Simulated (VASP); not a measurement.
# Ga2O3: relaxation of cell and atoms with PBEsol

Crystal: Ga2O3.

```xyz
5
Lattice="3.3987 0.0000 0.0000 -1.6994 2.9434 0.0000 0.0000 0.0000 5.2847" Properties=species:S:1:pos:R:3 pbc="T T T"
Ga    1.6994    0.9811    3.9834
Ga    0.0000    1.9623    1.3013
O     1.6994    0.9811    1.8714
O     0.0000    1.9623    3.4133
O     0.0000    0.0000    0.0000
```

```json
{
  "Program": "VASP 6.6.1",
  "Task": "relaxation of cell and atoms",
  "Functional": "PBEsol",
  "Potentials or basis": "VASP PAW PBE potentials, release 64 (Ga_d, O)",
  "Cutoff": "600 eV",
  "k mesh": "9 × 9 × 4",
  "Occupations": "fermi-dirac, width 0.03 eV",
  "Spin": "no spin polarisation",
  "Dipole correction": "no",
  "Further INCAR settings": "ALGO = Normal; EDIFF = 1e-07; IBRION = 2; EDIFFG = -0.01; NSW = 100; ISIF = 3"
}
```

- Relaxed volume: 10.28 Å³/atom
- Relaxed cell: a = 3.008 Å, b = 3.008 Å, c = 6.557 Å, α = 90.00°, β = 90.00°, γ = 120.00°
- Space group after relaxing (to 0.1 Å): P-3m1 (No. 164)
- Energy gained by relaxing: 299.7 meV/atom
- Ionic steps: 20
- Pressure after relaxing: 0.0 GPa
- Largest force after relaxing: 0.008 eV/Å
- Band gap on the k mesh: 2.09 eV

Forces in eV/Å, atoms in the order of the input:
```
Ga   0.000  0.000  0.005
Ga   0.000  0.000 -0.005
O    0.000  0.000 -0.008
O    0.000  0.000  0.008
O    0.000  0.000  0.000
```

Stress tensor (GPa, compression positive):
```
0.01 0.00 0.00
0.00 0.01 0.00
0.00 0.00 0.12
```

The path:
```
step  energy change (eV)  largest force (eV/Å)  pressure (GPa)  volume (Å³)
   1              0.0000                1.1256          -17.62        52.87
   2             -0.5331                1.7322           21.33        44.34
   3             -0.6798                0.7840            5.76        46.71
   4             -0.9685                1.0352            5.26        47.13
   5             -1.1788                2.0472           11.29        47.51
   6             -1.3504                1.3252            3.91        49.11
   7             -1.3957                0.7917           -0.74        50.25
   8             -1.3969                0.7033           -1.44        50.44
   9             -1.4268                0.4723           -0.81        50.23
  10             -1.4579                0.4341            1.09        49.70
  11             -1.4685                0.2646            1.13        49.87
  12             -1.4772                0.2204            1.18        50.21
  13             -1.4842                0.1421           -0.29        50.70
  14             -1.4869                0.0992           -1.84        51.24
  15             -1.4916                0.0890           -1.46        51.29
  16             -1.4981                0.0634           -0.31        51.39
  17             -1.4982                0.0605           -0.14        51.41
  18             -1.4985                0.0345            0.05        51.38
  19             -1.4986                0.0199            0.27        51.34
  20             -1.4987                0.0085            0.04        51.40
```

Final structure:
```
CELL_PARAMETERS angstrom
3.00845 0.00000 0.00000
-1.50423 2.60540 0.00000
0.00000 0.00000 6.55705
ATOMIC_POSITIONS crystal
Ga 0.66667 0.33333 0.78815
Ga 0.33333 0.66667 0.21185
O 0.66667 0.33333 0.32020
O 0.33333 0.66667 0.67980
O 0.00000 0.00000 0.00000
```

Levels at points of the mesh, in eV from the valence-band top:
```csv
k point,band 19,band 20,band 21,band 22,band 23,band 24,band 25,band 26
"(0.00, 0.00, 0.00)",-1.32,-1.13,-1.13,0.00,2.09,5.39,6.25,10.95
"(0.00, 0.00, 0.50)",-1.26,-1.26,-1.17,-1.17,3.37,4.72,6.07,10.92
```

Run time: 10 min on 1 thread of Intel(R) Xeon(R) Platinum 8488C (Sapphire Rapids), with other jobs on the host, peak memory 0.22 GiB.

Caveat: a cell axis changed by over 15 % at a fixed basis, so the end point is rough; the PAW data sets were made with another functional, which shifts forces and pressure a little.
